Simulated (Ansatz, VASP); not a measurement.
# Two plane-wave programs on TaN

INCAR

```
  PREC = Accurate
  ENCUT = 520
  EDIFF = 1E-6
  ISMEAR = 0
  SIGMA = 0.15
  LREAL = False
  LASPH = True
  NELM = 60
  ALGO = Normal
  ISIF = 2
  LWAVE = False
  LCHARG = True
  GGA = PE
  LELF = True
  LVHAR = True
  NBANDS = 15
```

Contents of KPOINTS:

```
regular mesh
0
Gamma
  18 18 18
```

POSCAR

```
TaN
1.0
    0.0000000000      2.2081122570      2.1787443640
    2.2081122570      0.0000000000      2.1787443640
    2.2081122570      2.2081122570      0.0000000000
Ta N
1 1
Direct
    0.5000000000      0.5000000000      0.5000000000
    0.0000000000      0.0000000000      0.0000000000
```

Input for Ansatz:

```yaml
crystal:
  lattice:
    - [0.0, 2.208112257, 2.178744364]
    - [2.208112257, 0.0, 2.178744364]
    - [2.208112257, 2.208112257, 0.0]
  atoms:
    - { symbol: Ta, position: [0.5, 0.5, 0.5] }
    - { symbol: "N", position: [0.0, 0.0, 0.0] }
basis:
  ecutwfc: 520.0
kpoints:
  mp_grid: { grid: [18, 18, 18] }
hamiltonian:
  xc: pbe
  pseudopotentials: { kind: paw, azcp: { folder: soft_1 } }
scf:
  occupations: { method: gaussian, width: 0.15 }
output:
  forces: true
  stress: true
  eigenvalues: true
  write_density: true
  write_potential: true
  elf: true
  volumetric_format: npy
```

Change from the starting cell: engineering shear strain xz +0.0000, normal strain along z -0.0133.

Alike in both runs: task single point; functional PBE; k mesh 18 × 18 × 18; occupations gaussian, width 0.15 eV; no spin polarisation.

```csv
,VASP,Ansatz
version,VASP 6.6.1,Ansatz 0.2.0
potentials or method,"VASP PAW PBE potentials, release 64 (Ta_pv, N), cutoff 520 eV","scalar-relativistic, plane waves, PAW"
valence electrons in the cell,16,18
```

```csv
,VASP,Ansatz,Ansatz less VASP
gap on the k mesh at the Fermi level (eV),none,none,-
pressure (GPa),5.7,4.7,-1.08
"traceless stress, the component that is largest in VASP (GPa)",5.54,5.49,-0.054
```

A gap of «none» marks a metal or a gap that the smearing closes. VASP's potentials hold 16 valence electrons a cell and Ansatz's 18, so a difference there can come from the potentials and not from the codes.

Spin-orbit coupling is off throughout.
